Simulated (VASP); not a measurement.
# ScAl3 (I4/mmm) in VASP: single point with PBE

Aim: the single point of ScAl3 with PBE.

Everything below comes from runs of VASP 6.6.1. Logs are shortened: lines on timing, memory, paths and dates and some standing lists are left out, and cuts for length are marked.

**1. The cell of the first run**

Symmetry: I4/mmm, No. 139, tetragonal system. The conventional cell has a = 4.023 Å, b = 4.023 Å, c = 8.818 Å, α = 90.00°, β = 90.00°, γ = 90.00°. Within 3.7 Å of Sc (site symmetry 4/mmm) lie 12 Al at 2.84 to 2.98 Å. Within 3.7 Å of Al (site symmetry 4/mmm) lie 4 Sc at 2.84 Å and 8 Al at 2.98 Å. Within 3.7 Å of Al (site symmetry -4m2) lie 8 Al at 2.84 to 2.98 Å and 4 Sc at 2.98 Å.

**2. Single point, PBE**

Contents of INCAR:

```
SYSTEM = ScAl3
  PREC = Accurate
  ENCUT = 520
  EDIFF = 1E-6
  ISMEAR = 0
  SIGMA = 0.1
  LREAL = .False.
  LASPH = .True.
  NELM = 60
  ALGO = Fast
  ISIF = 2
  LWAVE = .False.
  LCHARG = .False.
  GGA = PE
  NBANDS = 18
```

Contents of KPOINTS:

```
regular mesh
0
Gamma
  16 16 16
  0 0 0
```

Contents of POSCAR:

```
ScAl3
1.0
   -2.0116635417      2.0116635417      4.4091068362
    2.0116635417     -2.0116635417      4.4091068362
    2.0116635417      2.0116635417     -4.4091068362
Sc Al
1 3
Direct
    0.0000000000      0.0000000000      0.0000000000
    0.5000000000      0.5000000000      0.0000000000
    0.7500000000      0.2500000000      0.5000000000
    0.2500000000      0.7500000000      0.5000000000
```

Potentials or basis: VASP PAW PBE potentials, release 64 (Sc_sv, Al).

On the command line:

```bash
cat potpaw_PBE.64/Sc_sv/POTCAR potpaw_PBE.64/Al/POTCAR > POTCAR
mpirun -np 1 vasp_std > vasp.out
```

OUTCAR:

```text
SYSTEM = ScAl3
   PREC = Accurate
   ENCUT = 520
   EDIFF = 1E-6
   ISMEAR = 0
   LREAL = .False.
   LASPH = .True.
   NELM = 60
   ISIF = 2
   GGA = PE

 ion  position               nearest neighbor table
   1  0.000  0.000  0.000-   2 2.84   2 2.84   2 2.84   2 2.84   4 2.98   3 2.98   4 2.98   4 2.98
                             3 2.98   3 2.98   4 2.98   3 2.98
   2  0.500  0.500  0.000-   1 2.84   1 2.84   1 2.84   1 2.84   4 2.98   3 2.98   4 2.98   3 2.98
                             4 2.98   4 2.98   3 2.98   3 2.98
   3  0.750  0.250  0.500-   4 2.84   4 2.84   4 2.84   4 2.84   2 2.98   1 2.98   2 2.98   1 2.98
                             2 2.98   2 2.98   1 2.98   1 2.98
   4  0.250  0.750  0.500-   3 2.84   3 2.84   3 2.84   3 2.84   2 2.98   1 2.98   2 2.98   2 2.98
                             1 2.98   1 2.98   2 2.98   1 2.98

  LATTYP: Found a body centered tetragonal cell.
 ALAT       =     4.0233270834
 C/A-ratio  =     2.1917715089

  Lattice vectors:

 A1 = (  -2.0116635417,   2.0116635417,   4.4091068362)
 A2 = (   2.0116635417,  -2.0116635417,   4.4091068362)
 A3 = (   2.0116635417,   2.0116635417,  -4.4091068362)

Analysis of symmetry for initial positions (statically):
=====================================================================
 Subroutine PRICEL returns:
 Original cell was already a primitive cell.

 Routine SETGRP: Setting up the symmetry group for a
 body centered tetragonal supercell.

 Subroutine GETGRP returns: Found 16 space group operations
 (whereof 16 operations were pure point group operations)
 out of a pool of 16 trial point group operations.

The static configuration has the point symmetry D_4h.

Analysis of symmetry for dynamics (positions and initial velocities):
=====================================================================
 Subroutine PRICEL returns:
 Original cell was already a primitive cell.

 Routine SETGRP: Setting up the symmetry group for a
 body centered tetragonal supercell.

 Subroutine GETGRP returns: Found 16 space group operations
 (whereof 16 operations were pure point group operations)
 out of a pool of 16 trial point group operations.

The dynamic configuration has the point symmetry D_4h.

 Subroutine INISYM returns: Found 16 space group operations
 (whereof 16 operations are pure point group operations),
 and found     1 'primitive' translations

----------------------------------------------------------------------------------------

                                     Primitive cell

  volume of cell :      71.3709

  direct lattice vectors                    reciprocal lattice vectors
    -2.011663542  2.011663542  4.409106836     0.000000000  0.248550510  0.113401652
     2.011663542 -2.011663542  4.409106836     0.248550510  0.000000000  0.113401652
     2.011663542  2.011663542 -4.409106836     0.248550510  0.248550510  0.000000000

  length of vectors
     5.247266289  5.247266289  5.247266289     0.273198263  0.273198263  0.351503503

  position of ions in fractional coordinates (direct lattice)
     0.000000000  0.000000000  0.000000000
     0.500000000  0.500000000  0.000000000
     0.750000000  0.250000000  0.500000000
     0.250000000  0.750000000  0.500000000

  ion indices of the primitive-cell ions
   primitive index   ion index
                 1           1
                 2           2
                 3           3
                 4           4

----------------------------------------------------------------------------------------

 KPOINTS: regular mesh

Automatic generation of k-mesh.
 Grid dimensions read from file:
 generate k-points for:   16   16   16

 Generating k-lattice:

  Cartesian coordinates                     Fractional coordinates (reciprocal lattice)
     0.000000000  0.015534407  0.007087603     0.062500000  0.000000000 -0.000000000
     0.015534407  0.000000000  0.007087603     0.000000000  0.062500000 -0.000000000
     0.015534407  0.015534407  0.000000000     0.000000000  0.000000000  0.062500000

  Length of vectors
     0.017074891  0.017074891  0.021968969

  Shift w.r.t. Gamma in fractional coordinates (k-lattice)
     0.000000000  0.000000000  0.000000000

 Subroutine IBZKPT returns following result:
 ===========================================

 Found    349 irreducible k-points:

 Following reciprocal coordinates:
            Coordinates               Weight
  0.000000  0.000000  0.000000      1.000000
  0.062500  0.000000  0.000000      8.000000
  0.125000  0.000000  0.000000      8.000000
  0.187500  0.000000  0.000000      8.000000
  0.250000  0.000000  0.000000      8.000000
  0.312500 -0.000000  0.000000      8.000000
[... 16 lines left out ...]
 -0.125000  0.062500  0.000000     16.000000
 -0.062500  0.062500  0.000000      4.000000
 [... further k-points ...]
   k-points           NKPTS =    349   k-points in BZ     NKDIM =    349   number of bands    NBANDS=     18
   number of dos      NEDOS =    301   number of ions     NIONS =      4
   total plane-waves  NPLWV =  64000
   dimension x,y,z NGX =    40 NGY =   40 NGZ =   40
   dimension x,y,z NGXF=    80 NGYF=   80 NGZF=   80
   ions per type =               1   3
   NGX,Y,Z   is equivalent  to a cutoff of  12.67, 12.67, 12.67 a.u.
   NGXF,Y,Z  is equivalent  to a cutoff of  25.35, 25.35, 25.35 a.u.
 SYSTEM =  ScAl3
   PREC   = accura    normal or accurate (medium, high low for compatibility)
   ISTART =      0    job   : 0-new  1-cont  2-samecut
   ICHARG =      2    charge: 1-file 2-atom 10-const
   ISPIN  =      1    spin polarized calculation?
   LNONCOLLINEAR =      F non collinear calculations
   LSORBIT =      F    spin-orbit coupling
   LASPH  =      T    aspherical Exc in radial PAW
   ENCUT  =  520.0 eV  38.22 Ry    6.18 a.u.   9.76  9.76  9.76*2*pi/ulx,y,z
   NELM   =     60;   NELMIN=  2; NELMDL= -5     # of ELM steps
   EDIFF  = 0.1E-05   stopping-criterion for ELM
   LREAL  =      F    real-space projection
   EDIFFG = 0.1E-04   stopping-criterion for IOM
   NSW    =      0    number of steps for IOM
   IBRION =     -1    ionic relax: 0-MD 1-quasi-New 2-CG
   NFREE  =      0    steps in history (QN), initial steepest desc. (CG)
   ISIF   =      2    stress and relaxation
   ISYM   =      2    0-nonsym 1-usesym 2-fastsym
   POTIM  = 0.5000    time-step for ionic-motion
   TEBEG  =    0.0;   TEEND  =   0.0 temperature during run
   PSTRESS=    0.0 pullay stress
   NELECT =      20.0000    total number of electrons
   NUPDOWN=      -1.0000    fix difference up-down
   EMIN   =  10.00;   EMAX   =-10.00  energy-range for DOS
   EFERMI =   0.00;   METHOD = LEGACY
   ISMEAR =     0;   SIGMA  =   0.10  broadening in eV -4-tet -1-fermi 0-gaus
   EFERMI_NEDOS =   21; number of points for ismear=-14 and -15
   IALGO  =     68    algorithm
   IMIX   =      4    mixing-type and parameters
     AMIX     =   0.40;   BMIX     =  1.00
     AMIX_MAG =   1.60;   BMIX_MAG =  1.00
  volume/ion in A,a.u.               =      17.84       120.41
  Fermi-wavevector in a.u.,A,eV,Ry     =   1.071300  2.024463 15.615181  1.147683
  Thomas-Fermi vector in A             =   2.207036
   LORBIT       =      0    0 simple, 1 ext, 2 COOP (PROOUT), +10 PAW based schemes
   GGA     = PE    functional components
   LHFCALC =     F    Hartree Fock is set to
   AEXX    =    0.0000 exact exchange contribution
   IVDW    =     0    specifies the selected vdW correction
   LEPSILON=     F    determine dielectric tensor
   LRPA    =     F    only Hartree local field effects (RPA)
 non-spin polarized calculation
 RMM-DIIS sequential band-by-band and
 Gauss-broadening in eV      SIGMA  =   0.10
  energy-cutoff  :      520.00
  volume of cell :       71.37
 maximum number of plane-waves:      1957
   NGX = 19   NGY = 19   NGZ = 19

 number of electron      19.9999998 magnetization

 Free energy of the ion-electron system (eV)
  ---------------------------------------------------
  ext. energy  EPLUGINS =         0.00000000
  ---------------------------------------------------
  free energy    TOTEN  =       -18.94337428 eV

  energy without entropy =      -18.93311065  energy(sigma->0) =      -18.93824246

 E-fermi :   6.5038     XC(G=0): -10.2526

 val. band max:        6.4899655364   @ k =  -0.3750   0.5000   0.1250
 cond. band min:       6.5060186508   @ k =  -0.3125   0.5000   0.1250
 fundamental gap:      0.0160531144
 Fermi energy:         6.5037541751

 k-point     1 :       0.0000    0.0000    0.0000
  band No.  band energies     occupation
      1     -42.3637      2.00000
      2     -21.0581      2.00000
      3     -21.0396      2.00000
      4     -21.0396      2.00000
      5      -2.9056      2.00000
      6       3.9821      2.00000
[... 10 lines left out ...]
     17      11.0520      0.00000
     18      12.1586      0.00000

 k-point     2 :       0.0625    0.0000    0.0000
  band No.  band energies     occupation
      1     -42.3636      2.00000
      2     -21.0581      2.00000
      3     -21.0409      2.00000
      4     -21.0395      2.00000
      5      -2.8607      2.00000
      6       3.7443      2.00000
[... 10 lines left out ...]
     17      11.1452      0.00000
     18      12.3176      0.00000

 k-point     3 :       0.1250    0.0000    0.0000
  band No.  band energies     occupation
      1     -42.3634      2.00000
      2     -21.0580      2.00000
      3     -21.0447      2.00000
      4     -21.0392      2.00000
      5      -2.7265      2.00000
      6       3.4111      2.00000
[... 10 lines left out ...]
     17      11.0902      0.00000
     18      11.4590      0.00000

 k-point     4 :       0.1875    0.0000    0.0000
  band No.  band energies     occupation
      1     -42.3632      2.00000
      2     -21.0578      2.00000
      3     -21.0503      2.00000
      4     -21.0388      2.00000
      5      -2.5047      2.00000
      6       3.0272      2.00000
[... 375 lines left out ...]
      4     -21.0401      2.00000
      5      -2.5056      2.00000
      6       3.3131      2.00000
[... 10 lines left out ...]
     17      11.0083      0.00000
     18      11.7928      0.00000

 k-point    23 :      -0.1250    0.0625    0.0000
  band No.  band energies     occupation
      1     -42.3634      2.00000
      2     -21.0577      2.00000
      3     -21.0446      2.00000
      4     -21.0405      2.00000
      5      -2.7123      2.00000
      6       3.7680      2.00000
[... 10 lines left out ...]
     17      11.0268      0.00000
     18      11.5829      0.00000

 k-point    24 :      -0.0625    0.0625    0.0000
  band No.  band energies     occupation
      1     -42.3636      2.00000
      2     -21.0579      2.00000
      3     -21.0409      2.00000
      4     -21.0407      2.00000
      5      -2.8311      2.00000
      6       4.0429      2.00000
[... 10 lines left out ...]
     17      11.1227      0.00000
     18      12.4385      0.00000

 [... further k-points ...]

------------------------ aborting loop because EDIFF is reached ----------------------------------------

  FORCE on cell =-STRESS in cart. coord.  units (eV):
  Direction    XX          YY          ZZ          XY          YZ          ZX
  --------------------------------------------------------------------------------------
  -------------------------------------------------------------------------------------
  Total        0.0013707      0.0013707      0.0075893      0.0000000      0.0000000      0.0000000
  in kB        0.0307702      0.0307702      0.1703690      0.0000000      0.0000000      0.0000000
  external PRESSURE =       0.0773031 kB  Pullay stress =       0.0000000 kB

 VOLUME and BASIS-vectors are now :
 -----------------------------------------------------------------------------
  energy-cutoff  :      520.00
  volume of cell :       71.37
      direct lattice vectors                 reciprocal lattice vectors
    -2.011663542  2.011663542  4.409106836     0.000000000  0.248550510  0.113401652
     2.011663542 -2.011663542  4.409106836     0.248550510  0.000000000  0.113401652
     2.011663542  2.011663542 -4.409106836     0.248550510  0.248550510  0.000000000

 POSITION                                       TOTAL-FORCE (eV/Angst)
 -----------------------------------------------------------------------------------
      0.00000      0.00000      0.00000         0.000000      0.000000      0.000000
      0.00000      0.00000      4.40911         0.000000      0.000000      0.000000
      0.00000      2.01166      2.20455        -0.000000     -0.000000     -0.000000
      2.01166      0.00000      2.20455        -0.000000      0.000000     -0.000000
 -----------------------------------------------------------------------------------
    total drift:                               -0.000000     -0.000000     -0.000000

  FREE ENERGIE OF THE ION-ELECTRON SYSTEM (eV)
  ---------------------------------------------------
  free  energy   TOTEN  =       -18.9433742783 eV

  energy  without entropy=      -18.9331106451  energy(sigma->0) =      -18.93824246
```

Wall time 6.4 min (1 thread of Intel Xeon Platinum 8488C (Sapphire Rapids), shared host); peak memory 0.57 GiB.

Results:

```yaml
Free_energy: -18.9434 eV
Pressure: 0.0 GPa
Band_gap_on_the_k_mesh: zero (bands 10 and 11 overlap by 2.01 eV)
```
